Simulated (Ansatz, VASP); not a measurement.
**Two plane-wave programs on Al2BN3**

```
CELL_PARAMETERS angstrom
2.96747 0.00000 0.00000
-1.48374 2.56991 0.00000
0.00000 0.00000 14.40615
ATOMIC_POSITIONS crystal
Al 0.66667 0.33333 0.66493
Al 0.33333 0.66667 0.16483
Al 0.33333 0.66667 0.48590
Al 0.33333 0.66667 0.84381
B 0.66667 0.33333 0.01300
B 0.66667 0.33333 0.33400
N 0.66667 0.33333 0.11849
N 0.66667 0.33333 0.43950
N 0.66667 0.33333 0.79559
N 0.33333 0.66667 0.29717
N 0.33333 0.66667 0.61655
N 0.33333 0.66667 0.97622
```

Alike in both runs: functional PBE; k mesh 12 × 12 × 2; occupations gaussian, width 0.02 eV; no spin polarisation.

Ansatz relaxed the structure, and its values are those at the end. VASP's run is a single point on that final structure, the one shown.

```csv
,VASP,Ansatz
version,VASP 6.6.1,Ansatz 0.2.0
potentials or method,"VASP PAW PBE potentials, release 64 (Al, B, N), cutoff 520 eV","scalar-relativistic, plane waves, PAW"
valence electrons in the cell,48,48
```

```csv
,VASP,Ansatz,Ansatz less VASP
gap on the k mesh at the Fermi level (eV),4.32,4.31,-0.009
least direct gap on the mesh (eV),4.32,4.31,-0.009
pressure (GPa),-0.2,0.0,+0.18
rms of the force components (eV/Å),0.010,0.001,-0.0085
```
